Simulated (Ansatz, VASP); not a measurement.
AlP in VASP and in Ansatz

```
CELL_PARAMETERS angstrom
0.00000 2.75367 2.75367
2.75367 0.00000 2.75367
2.75367 2.75367 0.00000
ATOMIC_POSITIONS crystal
Al 0.00000 0.00000 0.00000
P 0.75000 0.75000 0.75000
```

Alike in both runs: functional PBE; k mesh 8 × 8 × 8; occupations gaussian, width 0.02 eV; no spin polarisation.

Ansatz relaxed the structure, and its values are those at the end. VASP's run is a single point on that final structure, the one shown.

|  | VASP | Ansatz |
| --- | --- | --- |
| version | VASP 6.6.1 | Ansatz 0.2.0 |
| potentials or method | VASP PAW PBE potentials, release 64 (Al, P), cutoff 500 eV | scalar-relativistic, plane waves, PAW |
| valence electrons in the cell | 8 | 8 |

|  | VASP | Ansatz | Ansatz less VASP |
| --- | --- | --- | --- |
| gap on the k mesh at the Fermi level (eV) | 1.63 | 1.63 | +0.002 |
| least direct gap on the mesh (eV) | 3.09 | 3.09 | +0.002 |
| pressure (GPa) | -0.1 | 0.0 | +0.09 |

The functional is the same, so the differences come from potentials, cutoffs and numerics.
